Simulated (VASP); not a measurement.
Write the native input for VASP 6.6.1 that does the following.

```
Task                   : electric field gradients
Functional             : PBE
Potentials or basis    : VASP PAW PBE potentials, release 64 (Ta_pv, N)
Cutoff                 : 520 eV
k mesh                 : 9 × 9 × 9
Occupations            : fermi-dirac, width 0.02 eV
Spin                   : no spin polarisation
Dipole correction      : no
Further INCAR settings : ALGO = Normal; EDIFF = 1e-08; NBANDS = 15
```

The structure of TaN lies in POSCAR:

```
TaN
1.0
    0.0000000000      2.1790000000      2.2225800000
    2.1790000000      0.0000000000      2.2225800000
    2.1790000000      2.1790000000      0.0000000000
Ta N
1 1
Direct
    0.5000000000      0.5000000000      0.5000000000
    0.0000000000      0.0000000000      0.0000000000
```

This cell differs from its parent crystal: zz strain of +2 %.

One way to write it, as run:

INCAR

```
PREC = Accurate
ENCUT = 520
EDIFF = 1E-8
ISMEAR = -1
SIGMA = 0.02
LREAL = F
LASPH = T
NELM = 120
ALGO = Normal
ISIF = 2
LWAVE = F
LCHARG = F
GGA = PE
LEFG = T
NBANDS = 15
GGA_COMPAT = F
```

KPOINTS

```
Automatic mesh
0
Gamma
  9 9 9
```

Potentials or basis: VASP PAW PBE potentials, release 64 (Ta_pv, N).

Launch:

```sh
$ cat potpaw_PBE.64/Ta_pv/POTCAR potpaw_PBE.64/N/POTCAR > POTCAR
$ mpirun -np 1 vasp_std > vasp.out
```

It gave:

| Property | Result |
| --- | --- |
| Pressure | 8.2 GPa |
| Band gap on the k mesh | zero (bands 8 and 9 overlap by 3.61 eV) |
| Largest electric field gradient by atom | Ta +85.7; N +6.6 V/Å² |

Caveat: the cell differs from its parent crystal (zz strain of +2 %); the cell stands under pressure; without QUAD_EFG the Cq values of the log hold for a quadrupole moment of 1 mb, not for the nuclei; spin-orbit coupling is left out, which moves the levels of the heavy elements.

It took 19 s on 1 thread of AMD EPYC 7R13 Processor (Zen 3), on a shared host, peak memory 0.13 GiB.
